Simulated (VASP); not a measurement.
A run of VASP 6.6.1 is set up as follows.

INCAR

```
SYSTEM = N
PREC = Accurate ; ENCUT = 520
EDIFF = 1E-6 ; ISMEAR = -1
SIGMA = 0.06122561905347299 ; LREAL = .False.
LASPH = .True. ; NELM = 100
ALGO = Normal ; ISIF = 2
LWAVE = .False. ; LCHARG = .True.
GGA = PE ; LELF = .True.
LVHAR = .True. ; NBANDS = 8
```

Contents of KPOINTS:

```
Automatic mesh
0
Gamma
  60 60 60
  0 0 0
```

File POSCAR:

```
N
1.0
    0.0000000000      1.5397899303      1.5397899303
    1.5397899303      0.0000000000      1.5397899303
    1.5397899303      1.5397899303      0.0000000000
N
1
Direct
    0.0000000000      0.0000000000      0.0000000000
```

Potentials or basis: VASP PAW PBE potentials, release 64 (N).

Launch:

```console
$ cat potpaw_PBE.64/N/POTCAR > POTCAR
$ mpirun -np 1 vasp_std > vasp.out
```

Task: Estimate the band gap on the k mesh.

Result: Zero (an odd number of electrons rules out a gap without spin polarisation).

Task: Predict the pressure.

Result: 7.6 GPa.

Caveat: the cell stands under pressure.
